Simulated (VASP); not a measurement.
Runs of VASP 6.6.1 on BiH3. The structure is that of space group Pm-3n (No. 223), or close to it. The cells are those of the table. 

```tsv
task	cell	k mesh	cutoff (eV)	gap on the mesh (eV)	pressure (GPa)	relaxed volume (Å³/atom)
single point	a = 4.305 Å, 8 atoms	10 × 10 × 10	520	none	-0.1	-
relaxation of cell and atoms	relaxed from a = 4.308 Å, 8 atoms	10 × 10 × 10	600	none	-0.1	9.98
relaxation of cell and atoms	relaxed from a = 4.510 Å, 8 atoms	4 × 4 × 4	600	none	-0.3	10.00
single point	a = 4.510 Å, 8 atoms	4 × 4 × 4	520	none	(a)	-
single point	a = 4.308 Å, 8 atoms	4 × 4 × 4	520	none	-0.4	-
```

Alike in all rows: level PBE; potentials or basis VASP PAW PBE potentials, release 64 (Bi_d, H); no spin polarisation; smearing gaussian 0.1 eV.

Question: Fill in the values left out.

Answer: (a) -8.1.

Caveats: some runs use coarse meshes; spin-orbit coupling is left out, which moves the levels of the heavy elements.

A k mesh can miss the band edges, and the runs leave out spin-orbit coupling on Bi.

A gap of «none» marks levels without a gap at the run's occupations.
